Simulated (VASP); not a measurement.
# LiCl (P6_3/mmc) in VASP: further runs

LiCl is run at these levels: PBE; tasks: single point.

Program: VASP 6.6.1. These are calculated values, not measurements. Logs are shortened: lines on timing, memory, paths and dates and some standing lists are left out, and cuts for length are marked.

## Step 1: The cell of the first run

It takes space group P6_3/mmc (No. 194, hexagonal). The conventional cell has a = 3.452 Å, b = 3.452 Å, c = 5.816 Å, α = 90.00°, β = 90.00°, γ = 120.00°. Li (site symmetry -3m) has 6 Cl at 2.47 Å and 2 Li at 2.91 Å within 3.3 Å. Cl (site symmetry -6m2) has 6 Li at 2.47 Å within 3.3 Å.

## Step 2: Single point, PBE (15.00 Å³/atom)

INCAR reads:

```
PREC = Accurate
ENCUT = 520
EDIFF = 1E-7
ISMEAR = 0
SIGMA = 0.01
LREAL = False
LASPH = True
NELM = 100
ALGO = Normal
ISIF = 2
LWAVE = False
LCHARG = False
GGA = PE
NBANDS = 18
```

KPOINTS reads:

```
Automatic mesh
0
Gamma
  6 6 2
```

POSCAR reads:

```
LiCl
1.0
    3.4515749388      0.0000000000      0.0000000000
   -1.7257874694      2.9891515800      0.0000000000
    0.0000000000      0.0000000000      5.8161872788
Li Cl
2 2
Direct
    0.0000000000      0.0000000000      0.0000000000
    0.0000000000      0.0000000000      0.5000000000
    0.3333333333      0.6666666667      0.2500000000
    0.6666666667      0.3333333333      0.7500000000
```

Potentials or basis: VASP PAW PBE potentials, release 64 (Li_sv, Cl).

Started as:

```sh
> cat potpaw_PBE.64/Li_sv/POTCAR potpaw_PBE.64/Cl/POTCAR > POTCAR
> mpirun -np 1 vasp_std > vasp.out
```

OUTCAR:

```text
PREC = Accurate
   ENCUT = 520
   EDIFF = 1E-7
   ISMEAR = 0
   LREAL = False
   LASPH = True
   NELM = 100
   ISIF = 2
   GGA = PE

 ion  position               nearest neighbor table
   1  0.000  0.000  0.000-   3 2.47   4 2.47   3 2.47   4 2.47   4 2.47   3 2.47
   2  0.000  0.000  0.500-   3 2.47   4 2.47   3 2.47   4 2.47   4 2.47   3 2.47
   3  0.333  0.667  0.250-   1 2.47   2 2.47   1 2.47   2 2.47   1 2.47   2 2.47
   4  0.667  0.333  0.750-   1 2.47   2 2.47   1 2.47   2 2.47   1 2.47   2 2.47

  LATTYP: Found a hexagonal cell.
 ALAT       =     3.4515749388
 C/A-ratio  =     1.6850821384

  Lattice vectors:

 A1 = (   3.4515749388,   0.0000000000,   0.0000000000)
 A2 = (  -1.7257874694,   2.9891515800,   0.0000000000)
 A3 = (   0.0000000000,   0.0000000000,   5.8161872788)

Analysis of symmetry for initial positions (statically):
=====================================================================
 Subroutine PRICEL returns:
 Original cell was already a primitive cell.

 Routine SETGRP: Setting up the symmetry group for a
 hexagonal supercell.

 Subroutine GETGRP returns: Found 24 space group operations
 (whereof 12 operations were pure point group operations)
 out of a pool of 24 trial point group operations.

The static configuration has the point symmetry D_3d.
 The point group associated with its full space group is D_6h.

Analysis of symmetry for dynamics (positions and initial velocities):
=====================================================================
 Subroutine PRICEL returns:
 Original cell was already a primitive cell.

 Routine SETGRP: Setting up the symmetry group for a
 hexagonal supercell.

 Subroutine GETGRP returns: Found 24 space group operations
 (whereof 12 operations were pure point group operations)
 out of a pool of 24 trial point group operations.

The dynamic configuration has the point symmetry D_3d.
 The point group associated with its full space group is D_6h.

 Subroutine INISYM returns: Found 24 space group operations
 (whereof 12 operations are pure point group operations),
 and found     1 'primitive' translations

----------------------------------------------------------------------------------------

                                     Primitive cell

  volume of cell :      60.0072

  direct lattice vectors                    reciprocal lattice vectors
     3.451574939  0.000000000  0.000000000     0.289722813  0.167271544  0.000000000
    -1.725787469  2.989151580  0.000000000     0.000000000  0.334543088  0.000000000
     0.000000000  0.000000000  5.816187279     0.000000000  0.000000000  0.171933941

  length of vectors
     3.451574939  3.451574939  5.816187279     0.334543088  0.334543088  0.171933941

  position of ions in fractional coordinates (direct lattice)
     0.000000000  0.000000000  0.000000000
     0.000000000  0.000000000  0.500000000
     0.333333333  0.666666667  0.250000000
     0.666666667  0.333333333  0.750000000

  ion indices of the primitive-cell ions
   primitive index   ion index
                 1           1
                 2           2
                 3           3
                 4           4

----------------------------------------------------------------------------------------

 KPOINTS: Automatic mesh

Automatic generation of k-mesh.
 Grid dimensions read from file:
 generate k-points for:    6    6    2

 Generating k-lattice:

  Cartesian coordinates                     Fractional coordinates (reciprocal lattice)
     0.048287135  0.027878591  0.000000000     0.166666667  0.000000000  0.000000000
     0.000000000  0.055757181  0.000000000     0.000000000  0.166666667  0.000000000
     0.000000000  0.000000000  0.085966970     0.000000000  0.000000000  0.500000000

  Length of vectors
     0.055757181  0.055757181  0.085966970

  Shift w.r.t. Gamma in fractional coordinates (k-lattice)
     0.000000000  0.000000000  0.000000000

 Subroutine IBZKPT returns following result:
 ===========================================

 Found     14 irreducible k-points:

 Following reciprocal coordinates:
            Coordinates               Weight
  0.000000  0.000000  0.000000      1.000000
  0.166667  0.000000  0.000000      6.000000
  0.333333  0.000000  0.000000      6.000000
  0.500000  0.000000  0.000000      3.000000
  0.166667  0.166667  0.000000      6.000000
  0.333333  0.166667  0.000000     12.000000
  0.333333  0.333333  0.000000      2.000000
  0.000000  0.000000  0.500000      1.000000
  0.166667  0.000000  0.500000      6.000000
  0.333333  0.000000  0.500000      6.000000
  0.500000  0.000000  0.500000      3.000000
  0.166667  0.166667  0.500000      6.000000
  0.333333  0.166667  0.500000     12.000000
  0.333333  0.333333  0.500000      2.000000
   k-points           NKPTS =     14   k-points in BZ     NKDIM =     14   number of bands    NBANDS=     18
   number of dos      NEDOS =    301   number of ions     NIONS =      4
   total plane-waves  NPLWV =  37632
   dimension x,y,z NGX =    28 NGY =   28 NGZ =   48
   dimension x,y,z NGXF=    56 NGYF=   56 NGZF=   96
   ions per type =               2   2
   NGX,Y,Z   is equivalent  to a cutoff of  13.49, 13.49, 13.72 a.u.
   NGXF,Y,Z  is equivalent  to a cutoff of  26.97, 26.97, 27.44 a.u.
 SYSTEM =  unknown system
   PREC   = accura    normal or accurate (medium, high low for compatibility)
   ISTART =      0    job   : 0-new  1-cont  2-samecut
   ICHARG =      2    charge: 1-file 2-atom 10-const
   ISPIN  =      1    spin polarized calculation?
   LNONCOLLINEAR =      F non collinear calculations
   LSORBIT =      F    spin-orbit coupling
   LASPH  =      T    aspherical Exc in radial PAW
   ENCUT  =  520.0 eV  38.22 Ry    6.18 a.u.   6.42  6.42 10.81*2*pi/ulx,y,z
   NELM   =    100;   NELMIN=  2; NELMDL= -5     # of ELM steps
   EDIFF  = 0.1E-06   stopping-criterion for ELM
   LREAL  =      F    real-space projection
   EDIFFG = 0.1E-05   stopping-criterion for IOM
   NSW    =      0    number of steps for IOM
   IBRION =     -1    ionic relax: 0-MD 1-quasi-New 2-CG
   NFREE  =      0    steps in history (QN), initial steepest desc. (CG)
   ISIF   =      2    stress and relaxation
   ISYM   =      2    0-nonsym 1-usesym 2-fastsym
   POTIM  = 0.5000    time-step for ionic-motion
   TEBEG  =    0.0;   TEEND  =   0.0 temperature during run
   PSTRESS=    0.0 pullay stress
   NELECT =      20.0000    total number of electrons
   NUPDOWN=      -1.0000    fix difference up-down
   EMIN   =  10.00;   EMAX   =-10.00  energy-range for DOS
   EFERMI =   0.00;   METHOD = LEGACY
   ISMEAR =     0;   SIGMA  =   0.01  broadening in eV -4-tet -1-fermi 0-gaus
   EFERMI_NEDOS =   21; number of points for ismear=-14 and -15
   IALGO  =     38    algorithm
   IMIX   =      4    mixing-type and parameters
     AMIX     =   0.40;   BMIX     =  1.00
     AMIX_MAG =   1.60;   BMIX_MAG =  1.00
  volume/ion in A,a.u.               =      15.00       101.24
  Fermi-wavevector in a.u.,A,eV,Ry     =   1.135055  2.144943 17.529068  1.288350
  Thomas-Fermi vector in A             =   2.271760
   LORBIT       =      0    0 simple, 1 ext, 2 COOP (PROOUT), +10 PAW based schemes
   GGA     = PE    functional components
   LHFCALC =     F    Hartree Fock is set to
   AEXX    =    0.0000 exact exchange contribution
   IVDW    =     0    specifies the selected vdW correction
   LEPSILON=     F    determine dielectric tensor
   LRPA    =     F    only Hartree local field effects (RPA)
 non-spin polarized calculation
 Gauss-broadening in eV      SIGMA  =   0.01
  energy-cutoff  :      520.00
  volume of cell :       60.01
 maximum number of plane-waves:      1635
 NGX is ok and might be reduce to    28
   NGX = 13   NGY = 13   NGZ = 21

 number of electron      19.9999998 magnetization

 Free energy of the ion-electron system (eV)
  ---------------------------------------------------
  ext. energy  EPLUGINS =         0.00000000
  ---------------------------------------------------
  free energy    TOTEN  =       -14.58980872 eV

  energy without entropy =      -14.58980872  energy(sigma->0) =      -14.58980872

 E-fermi :   1.6595     XC(G=0):  -9.2435

 val. band max:        1.5753951814   @ k =   0.0000   0.0000   0.0000
 cond. band min:       8.4850036148   @ k =   0.0000   0.0000   0.0000
 fundamental gap:      6.9096084334
 Fermi energy:         1.6594829478

 k-point     1 :       0.0000    0.0000    0.0000
  band No.  band energies     occupation
      1     -41.8528      2.00000
      2     -41.8404      2.00000
      3     -12.3318      2.00000
      4     -11.6663      2.00000
      5      -1.8200      2.00000
      6       1.3261      2.00000
[... 10 lines left out ...]
     17      14.3258      0.00000
     18      14.4467      0.00000

 k-point     2 :       0.1667    0.0000    0.0000
  band No.  band energies     occupation
      1     -41.8518      2.00000
      2     -41.8396      2.00000
      3     -12.1760      2.00000
      4     -11.5523      2.00000
      5      -1.6276      2.00000
      6       0.3016      2.00000
[... 10 lines left out ...]
     17      12.8374      0.00000
     18      14.1344      0.00000

 k-point     3 :       0.3333    0.0000    0.0000
  band No.  band energies     occupation
      1     -41.8497      2.00000
      2     -41.8380      2.00000
      3     -11.8085      2.00000
      4     -11.3355      2.00000
      5      -1.1138      2.00000
      6      -1.0925      2.00000
[... 10 lines left out ...]
     17      13.6187      0.00000
     18      14.8993      0.00000

 k-point     4 :       0.5000    0.0000    0.0000
  band No.  band energies     occupation
      1     -41.8486      2.00000
      2     -41.8372      2.00000
      3     -11.5695      2.00000
      4     -11.2562      2.00000
      5      -1.5654      2.00000
      6      -1.4235      2.00000
[... 165 lines left out ...]
      4     -11.6605      2.00000
      5      -0.8821      2.00000
      6      -0.8821      2.00000
[... 10 lines left out ...]
     17      13.8241      0.00000
     18      13.8241      0.00000

 k-point    13 :       0.3333    0.1667    0.5000
  band No.  band energies     occupation
      1     -41.8429      2.00000
      2     -41.8429      2.00000
      3     -11.4158      2.00000
      4     -11.4158      2.00000
      5      -1.5583      2.00000
      6      -1.5583      2.00000
[... 10 lines left out ...]
     17      14.2877      0.00000
     18      14.2877      0.00000

 k-point    14 :       0.3333    0.3333    0.5000
  band No.  band energies     occupation
      1     -41.8424      2.00000
      2     -41.8424      2.00000
      3     -11.3302      2.00000
      4     -11.3302      2.00000
      5      -1.3903      2.00000
      6      -1.3903      2.00000
[... 10 lines left out ...]
     17      13.6363      0.00000
     18      13.6363      0.00000

------------------------ aborting loop because EDIFF is reached ----------------------------------------

  FORCE on cell =-STRESS in cart. coord.  units (eV):
  Direction    XX          YY          ZZ          XY          YZ          ZX
  --------------------------------------------------------------------------------------
  -------------------------------------------------------------------------------------
  Total        1.9802172      1.9802172      1.9260911      0.0000000      0.0000000      0.0000000
  in kB       52.8712738     52.8712738     51.4261224      0.0000000      0.0000000      0.0000000
  external PRESSURE =      52.3895567 kB  Pullay stress =       0.0000000 kB

 VOLUME and BASIS-vectors are now :
 -----------------------------------------------------------------------------
  energy-cutoff  :      520.00
  volume of cell :       60.01
      direct lattice vectors                 reciprocal lattice vectors
     3.451574939  0.000000000  0.000000000     0.289722813  0.167271544  0.000000000
    -1.725787469  2.989151580  0.000000000     0.000000000  0.334543088  0.000000000
     0.000000000  0.000000000  5.816187279     0.000000000  0.000000000  0.171933941

 POSITION                                       TOTAL-FORCE (eV/Angst)
 -----------------------------------------------------------------------------------
      0.00000      0.00000      0.00000         0.000000      0.000000     -0.000000
      0.00000      0.00000      2.90809         0.000000      0.000000     -0.000000
     -0.00000      1.99277      1.45405        -0.000000     -0.000000     -0.000000
      1.72579      0.99638      4.36214        -0.000000      0.000000      0.000000
 -----------------------------------------------------------------------------------
    total drift:                                0.000000     -0.000000     -0.000000

  FREE ENERGIE OF THE ION-ELECTRON SYSTEM (eV)
  ---------------------------------------------------
  free  energy   TOTEN  =       -14.5898087211 eV

  energy  without entropy=      -14.5898087211  energy(sigma->0) =      -14.58980872
```

It took 30 s on 1 thread of AMD EPYC 7R13, shared host; peak memory 0.15 GiB.

Results:

```yaml
Free_energy: -14.5898 eV
Band_gap_on_the_k_mesh: 6.91 eV
```

Levels at points of the mesh, in eV from the valence-band top:
| k point | band 8 | band 9 | band 10 | band 11 | band 12 | band 13 |
| --- | --- | --- | --- | --- | --- | --- |
| (0.00, 0.00, 0.00) | -0.20 | 0.00 | 0.00 | 6.91 | 7.03 | 10.41 |
| (0.50, 0.00, 0.00) | -1.29 | -0.90 | -0.35 | 7.26 | 8.16 | 9.08 |
| (0.00, 0.00, 0.50) | -0.12 | -0.12 | -0.12 | 7.62 | 7.62 | 10.58 |
| (0.50, 0.00, 0.50) | -1.10 | -0.86 | -0.86 | 7.73 | 7.73 | 8.61 |

Caveat: the k points lie up to 0.54 Å⁻¹ apart; the cutoff is under 1.25 times the usual one of these potentials, so pressure, stress and relaxed cells hold a basis-set (Pulay) error. A k mesh can miss the band edges.

[end of part 1 of 2]
